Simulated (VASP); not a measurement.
CuI:

```
Cu I
1.0
     0.00000    3.01203    3.01203
     3.01203    0.00000    3.01203
     3.01203    3.01203    0.00000
Cu I
1 1
Direct
  0.00000 0.00000 0.00000
  0.25000 0.25000 0.25000
```

| Property | Result |
| --- | --- |
| Program | VASP 6.6.1 |
| Task | relaxation of cell and atoms |
| Functional | HSE06 |
| Potentials or basis | VASP PAW PBE potentials, release 64 (Cu, I) |
| Cutoff | 600 eV |
| k mesh | 4 × 4 × 4 |
| Occupations | fermi-dirac, width 0.02 eV |
| Spin | no spin polarisation |

At the start: pressure 1.4 GPa; volume 27.33 Å³/atom.

Problem. Where does the relaxation end?

Solution. Over 3 steps the energy falls by 5.0 meV/atom and the volume is 28.33 Å³/atom (+3.7 %); space group F-43m (No. 216, to 0.1 Å) before and after.

The path:
| step | energy change (eV) | largest force (eV/Å) | pressure (GPa) | volume (Å³) |
| --- | --- | --- | --- | --- |
| 1 | 0.0000 | 0.0000 | 1.41 | 54.65 |
| 2 | -0.0099 | 0.0000 | 0.08 | 56.57 |
| 3 | -0.0100 | 0.0000 | 0.00 | 56.66 |

Final structure:
```yaml
crystal:
  lattice:
    - [0.00000, 3.04851, 3.04851]
    - [3.04851, 0.00000, 3.04851]
    - [3.04851, 3.04851, 0.00000]
  atoms:
    - { symbol: Cu, position: [0.00000, 0.00000, 0.00000] }
    - { symbol: I, position: [0.25000, 0.25000, 0.25000] }
```

Caveat: the k points lie up to 0.45 Å⁻¹ apart in the final cell; the PAW data sets were made with another functional, which shifts forces and pressure a little.
